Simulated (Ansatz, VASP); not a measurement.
One calculation of Si31O, two programs

```xyz
32
Lattice="7.5896 0.0000 0.0000 -3.7948 6.5728 0.0000 0.0000 0.0000 12.7099" Properties=species:S:1:pos:R:3 pbc="T T T"
O    -0.3740   -0.2161    5.6386
Si   -2.0311    3.2091    5.2880
Si    3.8814    0.0061    5.2126
Si    1.9460    3.3581    5.2127
Si   -0.0035   -0.0018   11.5881
Si   -1.9303    3.2674   11.4375
Si    3.8014   -0.0038   11.5215
Si    1.8974    3.2941   11.5213
Si    0.0507    0.0293    1.2471
Si   -1.8933    3.2889    1.0654
Si    3.9022   -0.0072    1.1864
Si    1.9448    3.3831    1.1864
Si   -0.1854   -0.1073    7.3252
Si   -1.9589    3.2506    7.6046
Si    3.6847   -0.0117    7.5389
Si    1.8320    3.1968    7.5390
Si   -0.0507    2.9314    4.1305
Si   -1.2825    5.0639    4.1308
Si    3.7366    2.1572    4.3126
Si    2.1797    5.6400    4.7073
Si    1.8635    1.0758   10.7002
Si   -0.0091    4.3767   10.7074
Si    5.7056    1.0550   10.6849
Si    3.7665    4.4140   10.6850
Si    0.0281    2.2702    1.9061
Si   -1.8147    5.4622    1.9061
Si    3.8123    2.2010    1.9453
Si    2.0005    5.5370    2.2102
Si    1.7164    0.9908    8.2762
Si   -0.0349    4.3618    8.3292
Si    5.6208    1.0321    8.3251
Si    3.7043    4.3512    8.3250
```

Alike in both runs: task single point; functional PBE; k mesh 3 × 3 × 1; occupations gaussian, width 0.05 eV; collinear spin.

|  | VASP | Ansatz |
| --- | --- | --- |
| version | VASP 6.6.1 | Ansatz 0.2.0 |
| potentials or method | VASP PAW PBE potentials, release 64 (O, Si), cutoff 520 eV | scalar-relativistic, plane waves, PAW |
| valence electrons in the cell | 130 | 130 |

Ansatz gave:

| Quantity | Value |
| --- | --- |
| gap on the k mesh at the Fermi level (eV) | 0.59 |
| rms of the force components (eV/Å) | 0.004 |
| net moment per atom (μB) | 0.00 |

Estimate VASP's values.

gap on the k mesh at the Fermi level (eV): 0.60; rms of the force components (eV/Å): 0.009; net moment per atom (μB): 0.00.

Atom by atom the forces differ by 0.007 eV/Å (rms over components). With one functional, cell and mesh, what is left measures potentials, basis and numerics. Ansatz's warnings: seeded moment not kept.
